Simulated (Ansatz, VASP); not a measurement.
## Two plane-wave programs on MgZn5S6

```xyz
12
Lattice="3.8771 0.0000 0.0000 -1.9385 3.3577 0.0000 0.0000 0.0000 19.0277" Properties=species:S:1:pos:R:3 pbc="T T T"
Mg    0.0000    2.2384    3.1696
Zn    0.0000    0.0000   -0.0779
Zn    0.0000    0.0000    9.5540
Zn    1.9385    1.1192   12.6876
Zn    1.9385    1.1192    6.4244
Zn    0.0000    2.2384   15.8160
S     0.0000    0.0000    2.2773
S     0.0000    0.0000   11.9170
S     0.0000    2.2384    5.6403
S     1.9385    1.1192   15.0459
S     1.9385    1.1192    8.7801
S     0.0000    2.2384   18.1747
```

Alike in both runs: functional PBE; k mesh 6 × 6 × 1; occupations gaussian, width 0.1 eV; no spin polarisation.

Ansatz relaxed the structure, and its values are those at the end. VASP's run is a single point on that final structure, the one shown.

```csv
,VASP,Ansatz
version,VASP 6.6.1,Ansatz 0.2.0
potentials or method,"VASP PAW PBE potentials, release 64 (Mg, Zn, S), cutoff 520 eV","scalar-relativistic, plane waves, PAW"
valence electrons in the cell,98,106
```

```tsv
	VASP	Ansatz	Ansatz less VASP
gap on the k mesh at the Fermi level (eV)	2.11	2.11	-0.002
least direct gap on the mesh (eV)	2.11	2.11	-0.002
pressure (GPa)	0.1	0.0	-0.09
rms of the force components (eV/Å)	0.005	0.003	-0.0024
```

The functional is the same, so the differences come from potentials, cutoffs and numerics. VASP's potentials hold 98 valence electrons a cell and Ansatz's 106, so a difference there can come from the potentials and not from the codes.
